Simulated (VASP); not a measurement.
Set up this calculation in VASP 6.6.1, as the native input.

```
Task                   : relaxation of cell and atoms
Functional             : PBE
Potentials or basis    : VASP PAW PBE potentials, release 64 (B, N)
Cutoff                 : 600 eV
k mesh                 : 14 × 14 × 8
Occupations            : fermi-dirac, width 0.08 eV
Spin                   : no spin polarisation
Target pressure        : 440 GPa
Dipole correction      : no
Further INCAR settings : ALGO = Normal; EDIFF = 1e-06; IBRION = 2; EDIFFG = -0.005; NSW = 60; ISIF = 3
```

The structure of BN (NiAs type) lies in POSCAR:

```
BN
1.0
    2.1494741215      0.0000000000      0.0000000000
   -1.0747370608      1.8614991940      0.0000000000
    0.0000000000      0.0000000000      3.3316848883
B N
2 2
Direct
    0.0000000000      0.0000000000      0.0000000000
    0.0000000000      0.0000000000      0.5000000000
    0.3333333333      0.6666666667      0.2500000000
    0.6666666667      0.3333333333      0.7500000000
```

One way to write it, as run:

INCAR

```
ALGO     = Normal         # electronic algorithm
EDIFF    = 1E-6           # SCF threshold, eV
EDIFFG   = -0.005         # ionic threshold
ENCUT    = 600            # plane-wave cutoff, eV
GGA      = PE             # functional
IBRION   = 2              # ionic algorithm
ISIF     = 3              # what is computed and relaxed
ISMEAR   = -1             # smearing method
LASPH    = True           # aspherical terms in the spheres
LCHARG   = False          # write CHGCAR
LREAL    = False          # projectors in reciprocal space
LWAVE    = False          # write WAVECAR
NELM     = 60             # most SCF steps
NSW      = 60             # ionic steps
PREC     = Accurate       # precision mode
PSTRESS  = 4400.0       
SIGMA    = 0.08           # smearing width, eV
```

KPOINTS

```
k-points
0
Gamma
  14 14 8
```

Potentials or basis: VASP PAW PBE potentials, release 64 (B, N).

Run with:

```console
$ cat potpaw_PBE.64/B/POTCAR potpaw_PBE.64/N/POTCAR > POTCAR
$ mpirun -np 1 vasp_std > vasp.out
```

Results of the run:

The relaxed volume is 3.36 Å³/atom and the relaxed cell is a = 2.119 Å, b = 2.119 Å, c = 3.461 Å, α = 90.00°, β = 90.00°, γ = 120.00°. The space group after relaxing (to 0.05 Å) is P6_3/mmc (No. 194). The energy change on relaxing (the enthalpy is what falls) is -133.7 meV/atom, the ionic steps are 10 and the pressure after relaxing is 439.9 GPa. The band gap on the k mesh is 4.59 eV, indirect (least direct gap 7.61 eV).

Caveat: the cell is relaxed towards a set pressure, so the enthalpy falls and the energy may rise.

It took 93 s on 1 thread of Intel(R) Xeon(R) Platinum 8488C (Sapphire Rapids), on a shared host, peak memory 0.13 GiB.
